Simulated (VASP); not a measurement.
Input of a VASP 6.6.1 run:

File INCAR:

```
PREC = Accurate
ENCUT = 600
EDIFF = 1E-7
ISMEAR = 0
SIGMA = 0.1
LREAL = F
LASPH = T
NELM = 80
ALGO = Normal
ISIF = 3
LWAVE = F
LCHARG = F
GGA = PE
IBRION = 2
NSW = 100
EDIFFG = -0.01
```

File KPOINTS:

```
regular mesh
0
Gamma
  14 14 14
```

File POSCAR:

```
Si2Ni
1.0
    0.0000000000      2.7241162276      2.7241162276
    2.7241162276      0.0000000000      2.7241162276
    2.7241162276      2.7241162276      0.0000000000
Si Ni
2 1
Direct
    0.2500000000      0.2500000000      0.2500000000
    0.7500000000      0.7500000000      0.7500000000
    0.0000000000      0.0000000000      0.0000000000
```

Potentials or basis: VASP PAW PBE potentials, release 64 (Si, Ni).

Launch:

```console
$ cat potpaw_PBE.64/Si/POTCAR potpaw_PBE.64/Ni/POTCAR > POTCAR
$ mpirun -np 1 vasp_std > vasp.out
```

**Question.** What does it give for the relaxed cell?

**Answer.** a = 3.851 Å, b = 3.851 Å, c = 3.851 Å, α = 60.00°, β = 60.00°, γ = 60.00°.

**Question.** What does it give for the band gap on the k mesh?

**Answer.** Zero (band 9 reaches 11.80 eV, above the bottom of band 10 at 9.66 eV).

**Question.** Estimate the relaxed volume.

**Answer.** 13.46 Å³/atom.

**Question.** What does it give for the space group after relaxing (to 0.05 Å)?

**Answer.** Fm-3m (No. 225).

Final structure:
```
Si Ni
1.0
     0.00000    2.72311    2.72311
     2.72311    0.00000    2.72311
     2.72311    2.72311    0.00000
Si Ni
2 1
Direct
  0.25000 0.25000 0.25000
  0.75000 0.75000 0.75000
  0.00000 0.00000 0.00000
```

Spin polarisation is off, so any magnetic state and its effect on volume and gap are missing.
